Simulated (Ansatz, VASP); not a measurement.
# Two plane-wave programs on Al2Cu

INCAR

```
SYSTEM = Al2Cu
  PREC = Accurate
  ENCUT = 520
  EDIFF = 1E-6
  ISMEAR = 0
  SIGMA = 0.15
  LREAL = .FALSE.
  LASPH = .TRUE.
  NELM = 100
  ALGO = Fast
  ISIF = 2
  LWAVE = .FALSE.
  LCHARG = .FALSE.
  GGA = PS
  NBANDS = 16
```

The input KPOINTS:

```
Automatic mesh
0
G
  10 10 14
  0 0 0
```

The input POSCAR:

```
Al2Cu
1.0
    4.0842078946      0.0000000000      0.0000000000
    0.0000000000      4.0842078946      0.0000000000
    0.0000000000      0.0000000000      2.8458943809
Al Cu
2 1
Direct
    0.5024873978      0.0052038551      0.5000000000
   -0.0363105904      0.4777925115      0.5000000000
    0.0143612780      0.0072197178      0.0000000000
```

Input for Ansatz:

```yaml
crystal:
  lattice:
    - [4.0842078946, 0.0, 0.0]
    - [0.0, 4.0842078946, 0.0]
    - [0.0, 0.0, 2.8458943809]
  atoms:
    - { symbol: Al, position: [0.5024873978, 0.0052038551, 0.5] }
    - { symbol: Al, position: [-0.0363105904, 0.4777925115, 0.5] }
    - { symbol: Cu, position: [0.014361278, 0.0072197178, 0.0] }
basis:
  ecutwfc: 520.0
kpoints:
  mp_grid: { grid: [10, 10, 14] }
hamiltonian:
  xc: pbesol
  pseudopotentials: { kind: paw, azcp: { folder: soft_1 } }
scf:
  occupations: { method: gaussian, width: 0.15 }
output:
  forces: true
  stress: true
  eigenvalues: true
```

Change from the starting cell: mode 4 frozen in at -0.148 Å and mode 9 at -0.091 Å (largest displacements).

Alike in both runs: task single point; functional PBEsol; k mesh 10 × 10 × 14; occupations gaussian, width 0.15 eV; no spin polarisation.

|  | VASP | Ansatz |
| --- | --- | --- |
| version | VASP 6.6.1 | Ansatz 0.2.0 |
| potentials or method | VASP PAW PBE potentials, release 64 (Al, Cu), cutoff 520 eV | scalar-relativistic, plane waves, PAW |
| valence electrons in the cell | 17 | 25 |

```csv
,VASP,Ansatz,Ansatz less VASP
gap on the k mesh at the Fermi level (eV),none,none,-
pressure (GPa),1.2,1.1,-0.10
"traceless stress, the component that is largest in VASP (GPa)",0.48,0.48,-0.002
rms of the force components (eV/Å),0.509,0.507,-0.0023
```

VASP's potentials were made for PBE, not for PBEsol, and Ansatz warns of the same on its side. Atom by atom the forces differ by 0.003 eV/Å (rms over components). A gap of «none» marks a metal or a gap that the smearing closes. VASP's potentials hold 17 valence electrons a cell and Ansatz's 25, so a difference there can come from the potentials and not from the codes.
